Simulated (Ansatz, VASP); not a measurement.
# Ga3Bi2As: VASP beside Ansatz

```xyz
6
Lattice="-2.2375 6.7218 3.1692 2.2375 -6.7218 3.1692 2.2375 6.7218 -3.1692" Properties=species:S:1:pos:R:3 pbc="T T T"
As    0.0000    0.0000    0.0163
Ga    2.2375    0.0000    1.4001
Ga    2.2375    4.6642    1.6831
Ga    0.0000    2.0575    4.8524
Bi    0.0000    4.4906   -0.0144
Bi    0.0000    8.9530   -0.0144
```

Alike in both runs: task single point; functional PBE; k mesh 6 × 6 × 6; occupations fermi-dirac, width 0.02 eV; no spin polarisation.

|  | VASP | Ansatz |
| --- | --- | --- |
| version | VASP 6.6.1 | Ansatz 0.2.0 |
| potentials or method | VASP PAW PBE potentials, release 64 (As, Ga_d, Bi_d) | plane waves, PAW |
| plane-wave cutoff (eV) | 520 | 420 |
| valence electrons in the cell | 74 | 84 |

```csv
,VASP,Ansatz,Ansatz less VASP
pressure (GPa),-2.1,-2.1,-0.04
rms of the force components (eV/Å),0.021,0.022,+0.0010
```

VASP's potentials hold 74 valence electrons a cell and Ansatz's 84, so a difference there can come from the potentials and not from the codes.

Spin-orbit coupling is off throughout.
